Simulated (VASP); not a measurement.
# Ni (P6_3/mmc) in VASP: settings compared

Ni is run at these levels: LDA, PBEsol, r2SCAN; tasks: single point.

All numbers are computed with VASP 6.6.1; they aren't measurements. Logs are shortened: lines on timing, memory, paths and dates and some standing lists are left out, and cuts for length are marked.

### Step 1. The cell of the first run

It takes space group P6_3/mmc (No. 194, hexagonal). Conventional cell: a = 2.448 Å, b = 2.448 Å, c = 4.073 Å, α = 90.00°, β = 90.00°, γ = 120.00°. Ni (site symmetry -6m2) has 12 Ni at 2.45 to 2.48 Å within 3.2 Å.

This isn't the form of Ni at room conditions, which is fcc.

### Step 2. Single point, LDA, collinear spin, ferromagnetic start

INCAR reads:

```
SYSTEM = Ni
ALGO     = Normal         ! electronic algorithm
EDIFF    = 1E-6           ! SCF threshold, eV
ENCUT    = 520            ! plane-wave cutoff, eV
GGA      = CA             ! functional
ISIF     = 2              ! what is computed and relaxed
ISMEAR   = -1             ! smearing method
ISPIN    = 2              ! spin polarisation
LASPH    = .True.         ! aspherical terms in the spheres
LCHARG   = .True.         ! write CHGCAR
LELF     = .True.         ! ELF
LMAXMIX  = 4              ! l up to which the mixer works
LORBIT   = 11             ! projections on sites
LREAL    = .False.        ! projectors in reciprocal space
LVHAR    = .True.       
LWAVE    = .False.        ! write WAVECAR
MAGMOM   = 1.5 1.5        ! initial moments
NBANDS   = 21             ! bands
NELM     = 150            ! most SCF steps
PREC     = Accurate       ! precision mode
SIGMA    = 0.1            ! smearing width, eV
```

KPOINTS reads:

```
k-points
0
Gamma
  15 15 8
  0 0 0
```

POSCAR reads:

```
Ni
1.0
    2.4480230000      0.0000000000      0.0000000000
   -1.2240110000      2.1200500000      0.0000000000
    0.0000000000      0.0000000000      4.0728080000
Ni
2
Direct
    0.3333333333      0.6666666667      0.2500000000
    0.6666666667      0.3333333333      0.7500000000
```

Potentials or basis: VASP PAW LDA potentials, release 64 (Ni).

On the command line:

```bash
$ cat potpaw_LDA.64/Ni/POTCAR > POTCAR
$ mpirun -np 1 vasp_std > vasp.out
```

OUTCAR:

```text
SYSTEM = Ni
   EDIFF = 1E-6
   ENCUT = 520
   GGA = CA
   ISIF = 2
   ISMEAR = -1
   ISPIN = 2
   LASPH = .True.
   LORBIT = 11
   LREAL = .False.
   NELM = 150
   PREC = Accurate

 ion  position               nearest neighbor table
   1  0.333  0.667  0.250-   2 2.48   2 2.48   2 2.48   2 2.48   2 2.48   2 2.48
   2  0.667  0.333  0.750-   1 2.48   1 2.48   1 2.48   1 2.48   1 2.48   1 2.48

  LATTYP: Found a hexagonal cell.
 ALAT       =     2.4480230000
 C/A-ratio  =     1.6637131269

  Lattice vectors:

 A1 = (   2.4480230000,   0.0000000000,   0.0000000000)
 A2 = (  -1.2240110000,   2.1200500000,   0.0000000000)
 A3 = (   0.0000000000,   0.0000000000,   4.0728080000)

Analysis of symmetry for initial positions (statically):
=====================================================================
 Subroutine PRICEL returns:
 Original cell was already a primitive cell.

 Routine SETGRP: Setting up the symmetry group for a
 hexagonal supercell.

 Subroutine GETGRP returns: Found 24 space group operations
 (whereof 12 operations were pure point group operations)
 out of a pool of 24 trial point group operations.

The static configuration has the point symmetry D_3d.
 The point group associated with its full space group is D_6h.

Analysis of symmetry for dynamics (positions and initial velocities):
=====================================================================
 Subroutine PRICEL returns:
 Original cell was already a primitive cell.

 Routine SETGRP: Setting up the symmetry group for a
 hexagonal supercell.

 Subroutine GETGRP returns: Found 24 space group operations
 (whereof 12 operations were pure point group operations)
 out of a pool of 24 trial point group operations.

The dynamic configuration has the point symmetry D_3d.
 The point group associated with its full space group is D_6h.

Analysis of structural, dynamic, and magnetic symmetry:
=====================================================================
 Subroutine PRICEL returns:
 Original cell was already a primitive cell.

 Routine SETGRP: Setting up the symmetry group for a
 hexagonal supercell.

 Subroutine GETGRP returns: Found 24 space group operations
 (whereof 12 operations were pure point group operations)
 out of a pool of 24 trial point group operations.

The overall configuration has the point symmetry D_3d.
 The point group associated with its full space group is D_6h.

 Subroutine INISYM returns: Found 24 space group operations
 (whereof 12 operations are pure point group operations),
[... 116 lines left out ...]
     AMIX_MAG =   1.60;   BMIX_MAG =  1.00
  volume/ion in A,a.u.               =      10.57        71.32
  Fermi-wavevector in a.u.,A,eV,Ry     =   1.607187  3.037142 35.144515  2.583049
  Thomas-Fermi vector in A             =   2.703255
   LORBIT       =     11    0 simple, 1 ext, 2 COOP (PROOUT), +10 PAW based schemes
   GGA     = CA    functional components
   LHFCALC =     F    Hartree Fock is set to
   AEXX    =    0.0000 exact exchange contribution
   IVDW    =     0    specifies the selected vdW correction
   LEPSILON=     F    determine dielectric tensor
   LRPA    =     F    only Hartree local field effects (RPA)
 spin polarized calculation
  energy-cutoff  :      520.00
  volume of cell :       21.14
 maximum number of plane-waves:       592
   NGX =  9   NGY =  9   NGZ = 15

 number of electron      19.9999997 magnetization       1.1802184

 Free energy of the ion-electron system (eV)
  ---------------------------------------------------
  ext. energy  EPLUGINS =         0.00000000
  ---------------------------------------------------
  free energy    TOTEN  =       -13.13522837 eV

  energy without entropy =      -13.01189246  energy(sigma->0) =      -13.07356041

 E-fermi :   9.4547     XC(G=0): -13.7839

 val. band max:        9.4534924674   @ k =   0.2000   0.0667   0.2500
 cond. band min:       9.4558757397   @ k =   0.0000   0.0000   0.0000
 fundamental gap:      0.0023832722
 Fermi energy:         9.4547227058

 spin component 1

 k-point     1 :       0.0000    0.0000    0.0000
  band No.  band energies     occupation
      1       0.2575      1.00000
      2       4.4835      1.00000
      3       6.9694      1.00000
      4       7.1311      1.00000
      5       7.1311      1.00000
      6       7.3977      1.00000
[... 565 lines left out ...]
     20      39.0469      0.00000
     21      43.3823      0.00000

 [... further k-points ...]

 spin component 2

 k-point     1 :       0.0000    0.0000    0.0000
  band No.  band energies     occupation
      1       0.3043      1.00000
      2       4.8345      1.00000
      3       7.5424      1.00000
      4       7.6980      1.00000
      5       7.6980      1.00000
      6       7.9792      1.00000
[... 565 lines left out ...]
     20      39.1742      0.00000
     21      43.4088      0.00000

 [... further k-points ...]

------------------------ aborting loop because EDIFF is reached ----------------------------------------

  FORCE on cell =-STRESS in cart. coord.  units (eV):
  Direction    XX          YY          ZZ          XY          YZ          ZX
  --------------------------------------------------------------------------------------
  -------------------------------------------------------------------------------------
  Total       -1.2329740     -1.2329738     -1.7133641     -0.0000003      0.0000000      0.0000000
  in kB      -93.4563802    -93.4563707   -129.8687614     -0.0000220      0.0000000      0.0000000
  external PRESSURE =    -105.5938374 kB  Pullay stress =       0.0000000 kB

 VOLUME and BASIS-vectors are now :
 -----------------------------------------------------------------------------
  energy-cutoff  :      520.00
  volume of cell :       21.14
      direct lattice vectors                 reciprocal lattice vectors
     2.448023000  0.000000000  0.000000000     0.408492894  0.235843398  0.000000000
    -1.224011000  2.120050000  0.000000000     0.000000000  0.471686989  0.000000000
     0.000000000  0.000000000  4.072808000     0.000000000  0.000000000  0.245530848

 POSITION                                       TOTAL-FORCE (eV/Angst)
 -----------------------------------------------------------------------------------
      0.00000      1.41337      1.01820        -0.000000      0.000000      0.000000
      1.22401      0.70668      3.05461         0.000000     -0.000000      0.000000
 -----------------------------------------------------------------------------------
    total drift:                               -0.000000      0.000000     -0.000000

  FREE ENERGIE OF THE ION-ELECTRON SYSTEM (eV)
  ---------------------------------------------------
  free  energy   TOTEN  =       -13.1352283718 eV

  energy  without entropy=      -13.0118924571  energy(sigma->0) =      -13.07356041

 total charge

# of ion       s       p       d       tot
------------------------------------------
    1        0.511   0.522   8.342   9.374
    2        0.511   0.522   8.342   9.374
--------------------------------------------------
tot          1.022   1.043  16.683  18.749

 magnetization (x)

# of ion       s       p       d       tot
------------------------------------------
    1       -0.004  -0.017   0.613   0.592
    2       -0.004  -0.017   0.613   0.592
--------------------------------------------------
tot         -0.007  -0.034   1.227   1.185
```

stdout:

```text
POSCAR found type information on POSCAR Ni
 POSCAR found :  1 types and       2 ions
 scaLAPACK will be used
 LDA part: xc-table for (Slater(with rela. corr.)+CA(PZ))
 , standard interpolation
 POSCAR, INCAR and KPOINTS ok, starting setup
 FFT: planning ... GRIDC
 FFT: planning ... GRID_SOFT
 FFT: planning ... GRID
 WAVECAR not read
 entering main loop
```

Wall time 74 s (1 thread of Intel Xeon Platinum 8488C (Sapphire Rapids), shared host); peak memory 0.18 GiB.

What came out:

- Free energy: -13.1352 eV
- Pressure: -10.6 GPa
- Net moment: 1.18 μB per cell
- Site moments: Ni +0.59 μB
- Valence electrons inside the program's atomic spheres: Ni 9.37

Stress tensor (GPa, compression positive):
```
 -9.35   0.00   0.00
  0.00  -9.35   0.00
  0.00   0.00 -12.99
```

Levels at points of the mesh, in eV from the Fermi level:
Spin up:
| k point | band 8 | band 9 | band 10 | band 11 | band 12 | band 13 | band 14 | band 15 |
| --- | --- | --- | --- | --- | --- | --- | --- | --- |
| (0.00, 0.00, 0.00) | -1.56 | -1.56 | -0.61 | -0.61 | -0.51 | 5.66 | 23.16 | 25.22 |
| (0.00, 0.00, 0.50) | -2.35 | -0.91 | -0.91 | -0.91 | -0.91 | 14.25 | 14.25 | 23.86 |
Spin down:
| k point | band 6 | band 7 | band 8 | band 9 | band 10 | band 11 | band 12 | band 13 |
| --- | --- | --- | --- | --- | --- | --- | --- | --- |
| (0.00, 0.00, 0.00) | -1.48 | -1.48 | -0.98 | -0.98 | -0.47 | 0.00 | 0.00 | 6.03 |
| (0.00, 0.00, 0.50) | -1.79 | -1.79 | -1.79 | -0.30 | -0.30 | -0.30 | -0.30 | 14.43 |

Caveat: the cell stands under tension.

### Step 3. Single point, PBEsol, collinear spin, ferromagnetic start

INCAR reads:

```
SYSTEM = Ni
PREC     = Accurate       ! precision mode
ENCUT    = 520            ! plane-wave cutoff, eV
EDIFF    = 1E-6           ! SCF threshold, eV
ISMEAR   = -1             ! smearing method
SIGMA    = 0.1            ! smearing width, eV
LREAL    = .FALSE.        ! projectors in reciprocal space
LASPH    = .TRUE.         ! aspherical terms in the spheres
NELM     = 150            ! most SCF steps
ALGO     = Normal         ! electronic algorithm
ISIF     = 2              ! what is computed and relaxed
LWAVE    = .FALSE.        ! write WAVECAR
LCHARG   = .FALSE.        ! write CHGCAR
ISPIN    = 2              ! spin polarisation
MAGMOM   = 1.5 1.5        ! initial moments
LORBIT   = 11             ! projections on sites
LMAXMIX  = 4              ! l up to which the mixer works
GGA      = PS             ! functional
NBANDS   = 21             ! bands
```

KPOINTS reads:

```
Automatic mesh
0
G
  15 15 8
  0 0 0
```

POSCAR is that of step 2.

Potentials or basis: VASP PAW PBE potentials, release 64 (Ni).

On the command line:

```bash
$ cat potpaw_PBE.64/Ni/POTCAR > POTCAR
$ mpirun -np 1 vasp_std > vasp.out
```

Run time: 65 s. Hardware: 1 thread of Intel Xeon Platinum 8488C (Sapphire Rapids), shared host; peak memory 0.2 GiB.

It converged, with:

```
Free energy                                           : -12.2800 eV
Pressure                                              : -2.9 GPa
Net moment                                            : 1.25 μB per cell
Site moments                                          : Ni +0.63 μB
Valence electrons inside the program's atomic spheres : Ni 9.37
```

Stress tensor (GPa, compression positive):
```
-1.61  0.00  0.00
 0.00 -1.61  0.00
 0.00  0.00 -5.49
```

Levels at points of the mesh, in eV from the Fermi level:
Spin up:
| k point | band 7 | band 8 | band 9 | band 10 | band 11 | band 12 | band 13 | band 14 | band 15 | band 16 |
| --- | --- | --- | --- | --- | --- | --- | --- | --- | --- | --- |
| (0.00, 0.00, 0.00) | -2.14 | -1.64 | -1.64 | -0.70 | -0.70 | -0.60 | 5.58 | 23.04 | 25.25 | 25.25 |
| (0.00, 0.00, 0.50) | -2.43 | -2.43 | -1.00 | -1.00 | -1.00 | -1.00 | 14.18 | 14.18 | 23.76 | 23.76 |
Spin down:
```
           k point  band 7  band 8  band 9  band 10  band 11  band 12
(0.00, 0.00, 0.00)   -1.46   -0.97   -0.97    -0.63     0.01     0.01
(0.00, 0.00, 0.50)   -1.77   -1.77   -0.30    -0.30    -0.30    -0.30
```

Caveat: the PAW data sets were made with another functional, which shifts forces and pressure a little.

### Step 4. Single point, r2SCAN, collinear spin, ferromagnetic start

POSCAR is that of step 3.

INCAR.step1 reads:

```
SYSTEM = Ni
PREC = Accurate
ENCUT = 520
ISMEAR = -1
SIGMA = 0.1
LREAL = .False.
LASPH = .True.
NELM = 150
ISPIN = 2
MAGMOM = 1.5 1.5
LMAXMIX = 4
NBANDS = 21
GGA = PE
ALGO = Normal
EDIFF = 1E-4
LWAVE = .True.
LCHARG = .False.
```

INCAR.step2 reads:

```
SYSTEM = Ni
PREC = Accurate
ENCUT = 520
EDIFF = 1E-6
ISMEAR = -1
SIGMA = 0.1
LREAL = .False.
LASPH = .True.
NELM = 150
ALGO = Normal
ISIF = 2
LWAVE = .False.
LCHARG = .True.
ISPIN = 2
MAGMOM = 1.5 1.5
LORBIT = 11
LMAXMIX = 4
METAGGA = R2SCAN
LMIXTAU = .True.
LELF = .True.
LVHAR = .True.
NBANDS = 21
ISTART = 1
```

KPOINTS reads:

```
Automatic mesh
0
Gamma
  15 15 8
  0 0 0
```

On the command line:

```bash
$ cat potpaw_PBE.64/Ni/POTCAR > POTCAR
$ cp INCAR.step1 INCAR
$ mpirun -np 1 vasp_std > vasp.out
$ cp INCAR.step2 INCAR
$ mpirun -np 1 vasp_std > vasp.out
```

Wall time 4.5 min (1 thread of Intel Xeon Platinum 8488C (Sapphire Rapids), shared host); peak memory 0.2 GiB.

Results (log left out):

| Item | Value |
| --- | --- |
| Free energy | -23.8547 eV |
| Pressure | -0.3 GPa |
| Net moment | 1.36 μB per cell |
| Site moments | Ni +0.70 μB |
| Valence electrons inside the program's atomic spheres | Ni 9.40 |

Stress tensor (GPa, compression positive):
```
 0.21  0.00  0.00
 0.00  0.21  0.00
 0.00  0.00 -1.45
```

Levels at points of the mesh, in eV from the Fermi level:
Spin up:
```
           k point  band 8  band 9  band 10  band 11  band 12  band 13  band 14  band 15
(0.00, 0.00, 0.00)   -1.96   -1.96    -1.02    -1.02    -0.63     5.65    23.89    26.28
(0.00, 0.00, 0.50)   -2.81   -1.33    -1.33    -1.33    -1.33    14.65    14.65    24.67
```
Spin down:
```
           k point  band 5  band 6  band 7  band 8  band 9  band 10  band 11  band 12  band 13  band 14
(0.00, 0.00, 0.00)   -1.74   -1.45   -1.45   -1.07   -1.07    -0.83    -0.08    -0.08     6.31    23.75
(0.00, 0.00, 0.50)   -1.79   -1.79   -1.79   -1.79   -0.37    -0.37    -0.37    -0.37    14.86    14.86
```

Caveat: the PAW data sets were made with another functional, which shifts forces and pressure a little.

### Step 5. The runs side by side

| level | potentials or basis | gap on the mesh (eV) | pressure (GPa) | moment (μB) |
| --- | --- | --- | --- | --- |
| LDA | VASP PAW LDA potentials, release 64 (Ni) | none | -10.6 | 1.18 |
| PBEsol | VASP PAW PBE potentials, release 64 (Ni) | none | -2.9 | 1.25 |
| r2SCAN | VASP PAW PBE potentials, release 64 (Ni) | none | -0.3 | 1.36 |

Alike in all rows: task single point; spin collinear, ferromagnetic start; cell as given; k mesh 15 × 15 × 8; cutoff (eV) 520; smearing fermi-dirac 0.1 eV.

Caveats: the PAW data sets were made with another functional, which shifts forces and pressure a little (at least some runs); the cell stands under tension (at least some runs).

Absolute energies hang on the potentials; compare differences alone.
